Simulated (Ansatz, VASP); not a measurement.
**One calculation of CdSi2, two programs**

```
Cd Si
1.0
     3.76629    0.00000    0.00000
    -1.88314    3.26170    0.00000
     0.00000    0.00000   10.33764
Cd Si
2 4
Direct
  0.33333 0.66667 0.25000
  0.66667 0.33333 0.75000
  0.33333 0.66667 0.95434
  0.66667 0.33333 0.04566
  0.66667 0.33333 0.45434
  0.33333 0.66667 0.54566
```

Change from the starting cell: species swapped into the TcB2 type (P6_3/mmc, No. 194).

Alike in both runs: functional PBE; k mesh 12 × 12 × 4; occupations gaussian, width 0.1 eV; no spin polarisation.

Ansatz relaxed the structure, and its values are those at the end. VASP's run is a single point on that final structure, the one shown.

```csv
,VASP,Ansatz
version,VASP 6.6.1,Ansatz 0.2.0
potentials or method,"VASP PAW PBE potentials, release 64 (Cd, Si), cutoff 520 eV","scalar-relativistic, plane waves, PAW"
valence electrons in the cell,40,56
```

|  | VASP | Ansatz | Ansatz less VASP |
| --- | --- | --- | --- |
| gap on the k mesh at the Fermi level (eV) | none | none | - |
| pressure (GPa) | 0.1 | 0.0 | -0.08 |
| rms of the force components (eV/Å) | 0.010 | 0.001 | -0.0087 |

A gap of «none» marks a metal or a gap that the smearing closes. VASP's potentials hold 40 valence electrons a cell and Ansatz's 56, so a difference there can come from the potentials and not from the codes.
